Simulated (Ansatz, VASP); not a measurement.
**One calculation of Sr, two programs**

```
Sr
1.0
    -2.62162    2.62162    2.43553
     2.62162   -2.62162    2.43553
     2.62162    2.62162   -2.43553
Sr
1
Direct
  0.00000 0.00000 0.00000
```

Alike in both runs: task relaxation of cell and atoms; functional PBEsol; k mesh 12 × 12 × 12; occupations gaussian, width 0.1 eV; no spin polarisation.

```csv
,VASP,Ansatz
version,VASP 6.6.1,Ansatz 0.2.0
potentials or method,"VASP PAW PBE potentials, release 64 (Sr_sv), cutoff 600 eV","scalar-relativistic, plane waves, PAW"
valence electrons in the cell,10,10
```

Ansatz gave:

- gap on the k mesh at the Fermi level, each at its own relaxed structure (eV): none
- relaxed volume (Å³/atom): 50.85
- relaxed length of the cell vector where the two differ most in proportion (Å): 4.042

**Question.** Which values does VASP return?

**Answer.** gap on the k mesh at the Fermi level, each at its own relaxed structure (eV): none; relaxed volume (Å³/atom): 50.98; relaxed length of the cell vector where the two differ most in proportion (Å): 4.046.

VASP's potentials were made for PBE, not for PBEsol. A gap of «none» marks a metal or a gap that the smearing closes.

Noted on VASP's run: the volume moved by over 15 % at a fixed basis, so the end points are rough.
